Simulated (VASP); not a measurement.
Crystal: As.

```xyz
4
Lattice="0.0000 3.9035 3.9035 3.9035 0.0000 3.9035 3.9035 3.9035 0.0000" Properties=species:S:1:pos:R:3 pbc="T T T"
As    0.9759    0.9759    0.9759
As    2.9276    2.9276    0.9759
As    2.9276    0.9759    2.9276
As    0.9759    2.9276    2.9276
```

The cell was generated, and may not be a known phase.

| Item | Value |
| --- | --- |
| Program | VASP 6.6.1 |
| Task | relaxation of cell and atoms |
| Functional | PBE |
| Potentials or basis | VASP PAW PBE potentials, release 64 (As) |
| Cutoff | 600 eV |
| k mesh | 10 × 10 × 10 |
| Occupations | gaussian, width 0.1 eV |
| Spin | no spin polarisation |

At the start: pressure -1.6 GPa; volume 29.74 Å³/atom.

Question: Where does the relaxation end?

Answer: Over 3 steps the energy falls by 4.9 meV/atom and the volume is 28.76 Å³/atom (-3.3 %); space group Fd-3m (No. 227, to 0.1 Å) before and after.

Step by step:
```
step  energy change (eV)  largest force (eV/Å)  pressure (GPa)  volume (Å³)
   1              0.0000                0.0000           -1.56       118.96
   2             -0.0184                0.0000            0.45       114.03
   3             -0.0198                0.0000            0.01       115.03
```

Final structure:
```
As
1.0
     0.00000    3.86005    3.86005
     3.86005    0.00000    3.86005
     3.86005    3.86005    0.00000
As
4
Direct
  0.12500 0.12500 0.12500
  0.12500 0.12500 0.62500
  0.12500 0.62500 0.12500
  0.62500 0.12500 0.12500
```
